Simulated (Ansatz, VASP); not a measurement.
Ni: VASP beside Ansatz

Contents of POSCAR:

```
Ni
1.0
   -1.3830381180      1.3830381180      1.3830381180
    1.3830381180     -1.3830381180      1.3830381180
    1.3830381180      1.3830381180     -1.3830381180
Ni
1
Direct
    0.0000000000      0.0000000000      0.0000000000
```

File INCAR.step1:

```
SYSTEM = Ni
PREC = Accurate
ENCUT = 520
ISMEAR = 0
SIGMA = 0.1
LREAL = .FALSE.
LASPH = .TRUE.
NELM = 150
ISPIN = 2
MAGMOM = 0.76
LMAXMIX = 4
NBANDS = 15
GGA = PE
ALGO = Normal
EDIFF = 1E-4
LWAVE = .TRUE.
LCHARG = .FALSE.
```

The input INCAR.step2:

```
SYSTEM = Ni
PREC = Accurate
ENCUT = 520
EDIFF = 1E-6
ISMEAR = 0
SIGMA = 0.1
LREAL = .FALSE.
LASPH = .TRUE.
NELM = 150
ALGO = Normal
ISIF = 2
LWAVE = .FALSE.
LCHARG = .TRUE.
ISPIN = 2
MAGMOM = 0.76
LORBIT = 11
LMAXMIX = 4
METAGGA = R2SCAN
LMIXTAU = .TRUE.
LELF = .TRUE.
LVHAR = .TRUE.
NBANDS = 15
ISTART = 1
```

The input KPOINTS:

```
regular mesh
0
G
  22 22 22
  0 0 0
```

Input for Ansatz:

```yaml
crystal:
  lattice:
    - [-1.383038118, 1.383038118, 1.383038118]
    - [1.383038118, -1.383038118, 1.383038118]
    - [1.383038118, 1.383038118, -1.383038118]
  atoms:
    - { symbol: Ni, position: [0.0, 0.0, 0.0], spin: 0.76 }
basis:
  ecutwfc: 500
kpoints:
  mp_grid: { grid: [22, 22, 22] }
  band_path:
    path:
      - [[0.0, 0.0, 0.0], [0.5, -0.5, 0.5], [0.0, 0.0, 0.5], [0.0, 0.0, 0.0], [0.25, 0.25, 0.25], [0.5, -0.5, 0.5]]
      - [[0.25, 0.25, 0.25], [0.0, 0.0, 0.5]]
    npoints: 14
hamiltonian:
  xc: r2scan
scf:
  occupations: { method: gaussian, width: 0.1 }
  n_extra_bands: 6
output:
  forces: true
  stress: true
  eigenvalues: true
  populations: true
  dos: { projected: true, de: 0.02, nscf_kmesh: { grid: [33, 33, 33] } }
  bader: true
magnetization:
  spin_polarized: true
checkpoint:
  read: start.run
  write: ck
  compress: false
  write_wavefunctions: false
  write_every: 100000
```

Alike in both runs: task single point; functional r2SCAN; k mesh 22 × 22 × 22; occupations gaussian, width 0.1 eV; collinear spin.

|  | VASP | Ansatz |
| --- | --- | --- |
| version | VASP 6.6.1 | Ansatz 0.2.0 |
| potentials or method | VASP PAW PBE potentials, release 64 (Ni), cutoff 520 eV | scalar-relativistic, plane waves, PAW |
| valence electrons in the cell | 10 | 18 |

|  | VASP | Ansatz | Ansatz less VASP |
| --- | --- | --- | --- |
| gap on the k mesh at the Fermi level (eV) | none | none | - |
| pressure (GPa) | 0.5 | 0.0 | -0.54 |
| net moment per atom (μB) | 0.62 | 0.64 | +0.011 |
| size of the moment on the site where the two differ most (μB) | 0.64 | 0.69 | +0.052 |

VASP's potentials were made for PBE, not for r2SCAN. Site moments also hang on the region over which each program counts them. A gap of «none» marks a metal or a gap that the smearing closes. VASP's potentials hold 10 valence electrons a cell and Ansatz's 18, so a difference there can come from the potentials and not from the codes. Ansatz's warnings: stability check not made.
